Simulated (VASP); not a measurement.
Runs of VASP 6.6.1 on Ge. The structure is cubic, space group Fd-3m (No. 227). Conventional cell: a = 5.630 Å, b = 5.630 Å, c = 5.630 Å, α = 90.00°, β = 90.00°, γ = 90.00°. Ge (site symmetry -43m) has 4 Ge at 2.44 Å within 3.2 Å. 

| k mesh | smearing | gap on the mesh (eV) | pressure (GPa) |
| --- | --- | --- | --- |
| 10 × 10 × 10 | methfessel-paxton 0.2 eV | none | -0.1 |
| 10 × 10 × 10 | methfessel-paxton 0.6 eV | none | 0.0 |
| 14 × 14 × 14 | fermi-dirac 0.05 eV | none | -0.1 |
| 10 × 10 × 10 | methfessel-paxton 1 eV | none | (a) |
| 10 × 10 × 10 | methfessel-paxton 0.1 eV | none | -0.1 |

Alike in all rows: task single point; level LDA; potentials or basis VASP PAW LDA potentials, release 64 (Ge_d); no spin polarisation; cell as given; cutoff (eV) 520.

**Question.** Fill in the values left out.

**Answer.** (a) -0.2.

Caveats: semilocal functionals underestimate gaps, so a narrow gap can read as zero; so wide a smearing shifts energies and pressures (at least some runs).

A k mesh can miss the band edges, and the runs leave out spin-orbit coupling on Ge.

A gap of «none» marks levels without a gap at the run's occupations.
